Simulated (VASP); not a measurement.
# Sn (Fd-3m) in VASP: notebook, part 2 of 2

VASP 6.6.1. The steps go on from the part before.

## 3. Single point, PBE (volume scaled by 0.96)

Contents of INCAR:

```
SYSTEM = Sn
ALGO     = Normal         ! electronic algorithm
EDIFF    = 1E-6           ! SCF threshold, eV
ENCUT    = 520            ! plane-wave cutoff, eV
GGA      = PE             ! functional
ISIF     = 2              ! what is computed and relaxed
ISMEAR   = -1             ! smearing method
LASPH    = .TRUE.         ! aspherical terms in the spheres
LCHARG   = .FALSE.        ! write CHGCAR
LREAL    = .FALSE.        ! projectors in reciprocal space
LWAVE    = .FALSE.        ! write WAVECAR
NBANDS   = 21             ! bands
NELM     = 80             ! most SCF steps
PREC     = Accurate       ! precision mode
SIGMA    = 0.03           ! smearing width, eV
```

Contents of KPOINTS:

```
k-points
0
G
  9 9 9
  0 0 0
```

Contents of POSCAR:

```
Sn
1.0
    0.0000000000      3.2017351634      3.2017351634
    3.2017351634      0.0000000000      3.2017351634
    3.2017351634      3.2017351634      0.0000000000
Sn
2
Direct
    0.5000000000      0.5000000000      0.5000000000
    0.7500000000      0.7500000000      0.7500000000
```

Potentials or basis: VASP PAW PBE potentials, release 64 (Sn_d).

Launch:

```bash
> cat potpaw_PBE.64/Sn_d/POTCAR > POTCAR
> mpirun -np 1 vasp_std > vasp.out
```

Wall time 43 s (1 thread of Intel Xeon Platinum 8259CL at 2.50GHz (Skylake/Cascade Lake), shared host); peak memory 0.21 GiB.

It converged, with:

```yaml
Free_energy: -7.5665 eV
Pressure: 5.4 GPa
Band_gap_on_the_k_mesh: zero (filled and empty bands touch)
```

Levels at points of the mesh, in eV from the Fermi level:
```csv
k point,band 12,band 13,band 14,band 15,band 16,band 17
"(0.00, 0.00, 0.00)",-0.40,0.04,0.04,0.04,2.12,2.12
```

Caveat: spin-orbit coupling is left out, which moves the levels of the heavy elements.

## 4. Single point, PBE (volume scaled by 0.98)

Contents of INCAR:

```
ALGO = Normal ; EDIFF = 1E-6
ENCUT = 520 ; GGA = PE
ISIF = 2 ; ISMEAR = -1
LASPH = T ; LCHARG = T
LELF = T ; LREAL = F
LVHAR = T ; LWAVE = F
NBANDS = 21 ; NELM = 80
PREC = Accurate ; SIGMA = 0.03
```

Contents of KPOINTS:

```
k-points
0
Gamma
  9 9 9
```

Contents of POSCAR:

```
Sn
1.0
    0.0000000000      3.2238167933      3.2238167933
    3.2238167933      0.0000000000      3.2238167933
    3.2238167933      3.2238167933      0.0000000000
Sn
2
Direct
    0.5000000000      0.5000000000      0.5000000000
    0.7500000000      0.7500000000      0.7500000000
```

Launch:

```bash
> cat potpaw_PBE.64/Sn_d/POTCAR > POTCAR
> mpirun -np 1 vasp_std > vasp.out
```

Wall time 46 s (1 thread of Intel Xeon Platinum 8259CL at 2.50GHz (Skylake/Cascade Lake), shared host); peak memory 0.21 GiB.

It converged, with:

```yaml
Free_energy: -7.6079 eV
Pressure: 4.2 GPa
Band_gap_on_the_k_mesh: zero (band 14 reaches 5.94 eV, above the bottom of band 15 at 5.90 eV)
```

Levels at points of the mesh, in eV from the Fermi level:
| k point | band 12 | band 13 | band 14 | band 15 | band 16 | band 17 |
| --- | --- | --- | --- | --- | --- | --- |
| (0.00, 0.00, 0.00) | -0.52 | 0.07 | 0.07 | 0.07 | 2.15 | 2.15 |

Caveat: spin-orbit coupling is left out, which moves the levels of the heavy elements.

## 5. Single point, PBE (volume scaled by 0.99)

Contents of INCAR:

```
ALGO     = Normal         # electronic algorithm
EDIFF    = 1E-6           # SCF threshold, eV
ENCUT    = 520            # plane-wave cutoff, eV
GGA      = PE             # functional
ISIF     = 2              # what is computed and relaxed
ISMEAR   = -1             # smearing method
LASPH    = T              # aspherical terms in the spheres
LCHARG   = F              # write CHGCAR
LREAL    = F              # projectors in reciprocal space
LWAVE    = F              # write WAVECAR
NBANDS   = 21             # bands
NELM     = 100            # most SCF steps
PREC     = Accurate       # precision mode
SIGMA    = 0.03           # smearing width, eV
```

KPOINTS is that of step 4.

Contents of POSCAR:

```
Sn
1.0
    0.0000000000      3.2347450694      3.2347450694
    3.2347450694      0.0000000000      3.2347450694
    3.2347450694      3.2347450694      0.0000000000
Sn
2
Direct
    0.5000000000      0.5000000000      0.5000000000
    0.7500000000      0.7500000000      0.7500000000
```

Launch:

```bash
> cat potpaw_PBE.64/Sn_d/POTCAR > POTCAR
> mpirun -np 1 vasp_std > vasp.out
```

Wall time 44 s (1 thread of Intel Xeon Platinum 8259CL at 2.50GHz (Skylake/Cascade Lake), shared host); peak memory 0.21 GiB.

Results (log left out):

```
Free energy            : -7.6249 eV
Pressure               : 3.7 GPa
Band gap on the k mesh : zero (band 14 reaches 5.83 eV, above the bottom of band 15 at 5.77 eV)
```

Levels at points of the mesh, in eV from the Fermi level:
| k point | band 11 | band 12 | band 13 | band 14 | band 15 | band 16 | band 17 | band 18 |
| --- | --- | --- | --- | --- | --- | --- | --- | --- |
| (0.00, 0.00, 0.00) | -10.67 | -0.57 | 0.09 | 0.09 | 0.09 | 2.16 | 2.16 | 2.16 |

Caveat: spin-orbit coupling is left out, which moves the levels of the heavy elements.

## 6. Single point, PBE (volume scaled by 1.01)

Contents of INCAR:

```
SYSTEM = Sn
ALGO = Normal
EDIFF = 1E-7
ENCUT = 520
GGA = PE
ISIF = 2
ISMEAR = -1
LASPH = .TRUE.
LCHARG = .TRUE.
LELF = .TRUE.
LREAL = .FALSE.
LVHAR = .TRUE.
LWAVE = .FALSE.
NBANDS = 21
NELM = 80
PREC = Accurate
SIGMA = 0.03
```

Contents of KPOINTS:

```
k-points
0
G
  9 9 9
  0 0 0
```

Contents of POSCAR:

```
Sn
1.0
    0.0000000000      3.2563828035      3.2563828035
    3.2563828035      0.0000000000      3.2563828035
    3.2563828035      3.2563828035      0.0000000000
Sn
2
Direct
    0.5000000000      0.5000000000      0.5000000000
    0.7500000000      0.7500000000      0.7500000000
```

Potentials or basis: VASP PAW PBE potentials, release 64 (Sn_d).

Launch:

```bash
> cat potpaw_PBE.64/Sn_d/POTCAR > POTCAR
> mpirun -np 1 vasp_std > vasp.out
```

OUTCAR:

```text
SYSTEM = Sn
   EDIFF = 1E-7
   ENCUT = 520
   GGA = PE
   ISIF = 2
   ISMEAR = -1
   LASPH = .TRUE.
   LREAL = .FALSE.
   NELM = 80
   PREC = Accurate

 ion  position               nearest neighbor table
   1  0.500  0.500  0.500-   2 2.82   2 2.82   2 2.82   2 2.82
   2  0.750  0.750  0.750-   1 2.82   1 2.82   1 2.82   1 2.82

  LATTYP: Found a face centered cubic cell.
 ALAT       =     6.5127656070

  Lattice vectors:

 A1 = (   0.0000000000,   3.2563828035,   3.2563828035)
 A2 = (   3.2563828035,   0.0000000000,   3.2563828035)
 A3 = (   3.2563828035,   3.2563828035,   0.0000000000)

[... 189 lines left out ...]
      5     -16.0752      2.00000
      6     -15.7749      2.00000
[... 565 lines left out ...]
     20      15.3639      0.00000
     21      15.6706      0.00000

 [... further k-points ...]
[... 5 lines left out ...]
  --------------------------------------------------------------------------------------
  -------------------------------------------------------------------------------------
  Total        1.1391288      1.1391288      1.1391288      0.0000000      0.0000000     -0.0000000
  in kB       26.4269520     26.4269520     26.4269520      0.0000000      0.0000000     -0.0000000
  external PRESSURE =      26.4269520 kB  Pullay stress =       0.0000000 kB

 VOLUME and BASIS-vectors are now :
 -----------------------------------------------------------------------------
  energy-cutoff  :      520.00
  volume of cell :       69.06
      direct lattice vectors                 reciprocal lattice vectors
     0.000000000  3.256382804  3.256382804    -0.153544602  0.153544602  0.153544602
     3.256382804  0.000000000  3.256382804     0.153544602 -0.153544602  0.153544602
     3.256382804  3.256382804  0.000000000     0.153544602  0.153544602 -0.153544602

 POSITION                                       TOTAL-FORCE (eV/Angst)
 -----------------------------------------------------------------------------------
      3.25638      3.25638      3.25638        -0.000000      0.000000      0.000000
      4.88457      4.88457      4.88457         0.000000     -0.000000     -0.000000
 -----------------------------------------------------------------------------------
    total drift:                                0.000000      0.000000      0.000000

  FREE ENERGIE OF THE ION-ELECTRON SYSTEM (eV)
  ---------------------------------------------------
  free  energy   TOTEN  =        -7.6521222815 eV

  energy  without entropy=       -7.6514860586  energy(sigma->0) =       -7.65180417
```

OSZICAR:

```text
N       E                     dE             d eps       ncg     rms          rms(c)
DAV:   1     0.232233584289E+03    0.23223E+03   -0.14955E+04  1503   0.195E+03
DAV:   2     0.180407765481E+02   -0.21419E+03   -0.20972E+03  1475   0.456E+02
DAV:   3    -0.685858751921E+01   -0.24899E+02   -0.24757E+02  1745   0.142E+02
DAV:   4    -0.768234502776E+01   -0.82376E+00   -0.82339E+00  1665   0.291E+01
DAV:   5    -0.771060065382E+01   -0.28256E-01   -0.28255E-01  2139   0.525E+00    0.318E+00
DAV:   6    -0.766933360630E+01    0.41267E-01   -0.28489E-02  2011   0.202E+00    0.186E+00
DAV:   7    -0.764985367262E+01    0.19480E-01   -0.44416E-02  1630   0.217E+00    0.162E-01
DAV:   8    -0.765170668180E+01   -0.18530E-02   -0.58168E-03  1640   0.841E-01    0.501E-02
DAV:   9    -0.765209595010E+01   -0.38927E-03   -0.49474E-04  1682   0.153E-01    0.125E-02
DAV:  10    -0.765211779634E+01   -0.21846E-04   -0.38861E-05  1834   0.502E-02    0.592E-03
DAV:  11    -0.765212244504E+01   -0.46487E-05   -0.75536E-06  1635   0.205E-02    0.847E-04
DAV:  12    -0.765212230488E+01    0.14016E-06   -0.35679E-07  1485   0.672E-03    0.565E-04
DAV:  13    -0.765212228150E+01    0.23372E-07   -0.52768E-08  1333   0.178E-03
   1 F= -.76521223E+01 E0= -.76518042E+01  d E =-.636223E-03
```

It took 51 s on 1 thread of Intel Xeon Platinum 8259CL at 2.50GHz (Skylake/Cascade Lake), shared host; peak memory 0.21 GiB.

What came out:

| Property | Result |
| --- | --- |
| Free energy | -7.6521 eV |
| Pressure | 2.6 GPa |
| Band gap on the k mesh | zero (band 14 reaches 5.62 eV, above the bottom of band 15 at 5.52 eV) |

Caveat: spin-orbit coupling is left out, which moves the levels of the heavy elements.

## 7. Overview

| cell | gap on the mesh (eV) | pressure (GPa) |
| --- | --- | --- |
| a = 4.496 Å, angles 60.0°, 2 atoms | none | 6.7 |
| a = 4.528 Å, angles 60.0°, 2 atoms | none | 5.4 |
| a = 4.559 Å, angles 60.0°, 2 atoms | none | 4.2 |
| a = 4.575 Å, angles 60.0°, 2 atoms | none | 3.7 |
| a = 4.605 Å, angles 60.0°, 2 atoms | none | 2.6 |

Alike in all rows: task single point; level PBE; potentials or basis VASP PAW PBE potentials, release 64 (Sn_d); no spin polarisation; k mesh 9 × 9 × 9; cutoff (eV) 520; smearing fermi-dirac 0.03 eV.

Caveats: spin-orbit coupling is left out, which moves the levels of the heavy elements.

Total energies depend on the potentials used, so only differences within one code and one set of settings carry meaning.
